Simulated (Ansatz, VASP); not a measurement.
# BN in VASP and in Ansatz

```
CELL_PARAMETERS angstrom
0.00000 1.81235 1.81235
1.81235 0.00000 1.81235
1.81235 1.81235 0.00000
ATOMIC_POSITIONS crystal
B 0.00000 0.00000 0.00000
N 0.75000 0.75000 0.75000
```

Alike in both runs: task single point; functional PBEsol; k mesh 12 × 12 × 12; occupations gaussian, width 0.02 eV; no spin polarisation.

|  | VASP | Ansatz |
| --- | --- | --- |
| version | VASP 6.6.1 | Ansatz 0.2.0 |
| potentials or method | VASP PAW PBE potentials, release 64 (B, N), cutoff 520 eV | scalar-relativistic, plane waves, PAW |
| valence electrons in the cell | 8 | 8 |

|  | VASP | Ansatz | Ansatz less VASP |
| --- | --- | --- | --- |
| gap on the k mesh at the Fermi level (eV) | 4.27 | 4.28 | +0.013 |
| least direct gap on the mesh (eV) | 8.72 | 8.73 | +0.008 |
| pressure (GPa) | -5.3 | -5.9 | -0.57 |

VASP's potentials were made for PBE, not for PBEsol.
